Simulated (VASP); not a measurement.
Input of a VASP 6.6.1 run:

INCAR

```
ALGO = Normal
EDIFF = 1E-8
ENCUT = 520
GGA = PS
IBRION = 8
ISIF = 2
ISMEAR = -1
LASPH = True
LCHARG = True
LREAL = False
LWAVE = False
NBANDS = 14
NELM = 80
NSW = 1
PREC = Accurate
SIGMA = 0.15
```

File KPOINTS:

```
k-points
0
Gamma
  16 16 16
```

File POSCAR:

```
HfN
1.0
    0.0000000000      2.1774440458      2.1774440458
    2.1774440458      0.0000000000      2.1774440458
    2.1774440458      2.1774440458      0.0000000000
Hf N
1 1
Direct
    0.0000000000      0.0000000000      0.0000000000
    0.5000000000      0.5000000000      0.5000000000
```

Potentials or basis: VASP PAW PBE potentials, release 64 (Hf_pv, N).

The run is started by

```console
$ cat potpaw_PBE.64/Hf_pv/POTCAR potpaw_PBE.64/N/POTCAR > POTCAR
$ mpirun -np 1 vasp_std > vasp.out
```

Question: Predict the highest phonon frequency at Γ.

Answer: 605 cm⁻¹.

Phonon frequencies in cm⁻¹ (negative: imaginary):
```
              q point        frequencies
(0.000, 0.000, 0.000)  0 0 0 605 605 605
```

Caveat: the cell stands under pressure or tension, which shifts response properties.
